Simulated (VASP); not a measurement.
Wanted: the native input for a VASP 6.6.1 run.

```
Task                   : single point
Functional             : r2SCAN
Potentials or basis    : VASP PAW PBE potentials, release 64 (Li_sv, F)
Cutoff                 : 520 eV
k mesh                 : 10 × 10 × 10
Occupations            : gaussian, width 0.01 eV
Spin                   : no spin polarisation
Dipole correction      : no
Further INCAR settings : ALGO = Normal; EDIFF = 1e-06; NBANDS = 12
```

The system is LiF.

```xyz
2
Lattice="0.0000 1.9151 2.0553 1.9151 0.0000 2.0553 1.9151 1.9151 0.0000" Properties=species:S:1:pos:R:3 pbc="T T T"
Li    0.0000    0.0000    0.0000
F     1.9151    1.9151    2.0553
```

This cell differs from its parent crystal: epitaxial xy strain -4.0%.

These files were run (other wordings do the same):

POSCAR

```
LiF
1.0
    0.0000000000      1.9150768680      2.0553467111
    1.9150768680      0.0000000000      2.0553467111
    1.9150768680      1.9150768680      0.0000000000
Li F
1 1
Direct
    0.0000000000      0.0000000000      0.0000000000
    0.5000000000      0.5000000000      0.5000000000
```

INCAR.step1

```
PREC = Accurate ; ENCUT = 520
ISMEAR = 0 ; SIGMA = 0.01
LREAL = F ; LASPH = T
NELM = 100 ; NBANDS = 12
GGA = PE ; ALGO = Normal
EDIFF = 1E-4 ; LWAVE = T
LCHARG = F
```

INCAR.step2

```
PREC = Accurate ; ENCUT = 520
EDIFF = 1E-6 ; ISMEAR = 0
SIGMA = 0.01 ; LREAL = F
LASPH = T ; NELM = 100
ALGO = Normal ; ISIF = 2
LWAVE = F ; LCHARG = F
METAGGA = R2SCAN ; LMIXTAU = T
NBANDS = 12 ; ISTART = 1
```

KPOINTS

```
regular mesh
0
Gamma
  10 10 10
```

Potentials or basis: VASP PAW PBE potentials, release 64 (Li_sv, F).

Launch:

```console
$ cat potpaw_PBE.64/Li_sv/POTCAR potpaw_PBE.64/F/POTCAR > POTCAR
$ cp INCAR.step1 INCAR
$ mpirun -np 1 vasp_std > vasp.out
$ cp INCAR.step2 INCAR
$ mpirun -np 1 vasp_std > vasp.out
```

Results of the run:

* Band gap on the k mesh: 10.96 eV, direct

Caveat: the cell differs from its parent crystal (epitaxial xy strain -4.0%).

Run time: 44 s on 1 thread of Intel(R) Xeon(R) Platinum 8488C (Sapphire Rapids) (shared host), peak memory 0.13 GiB.
